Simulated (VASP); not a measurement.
The system is MoS2.

```
Mo S
1.0
     3.18384    0.00000    0.00000
    -1.59192    2.75729    0.00000
     0.00000    0.00000    6.22716
Mo S
1 2
Direct
  0.00000 0.00000 0.50000
  0.66667 0.33333 0.74468
  0.33333 0.66667 0.25532
```

Program: VASP 6.6.1. Alike in all runs: task single point; no spin polarisation; cell as given; k mesh 9 × 9 × 4; cutoff (eV) 520; smearing fermi-dirac 0.05 eV.

Question: Order these runs on this cell by their pressure, lowest first.
A. level LDA; potentials or basis VASP PAW LDA potentials, release 64 (Mo_sv, S)
B. level PBEsol; potentials or basis VASP PAW PBE potentials, release 64 (Mo_sv, S)
C. level BLYP+D4; potentials or basis VASP PAW PBE potentials, release 64 (Mo_sv, S)
D. level RPBE+D3(BJ); potentials or basis VASP PAW PBE potentials, release 64 (Mo_sv, S)
E. level RPBE; potentials or basis VASP PAW PBE potentials, release 64 (Mo_sv, S)

Answer: D (-9.1 GPa), A (-0.4 GPa), B (2.2 GPa), C (7.4 GPa), E (9.5 GPa).

Caveats: the PAW data sets were made with another functional, which shifts forces and pressure a little (some runs); this functional lacks dispersion, which binds the layers, so the pressure and a relaxed spacing across them are unreliable (some runs).
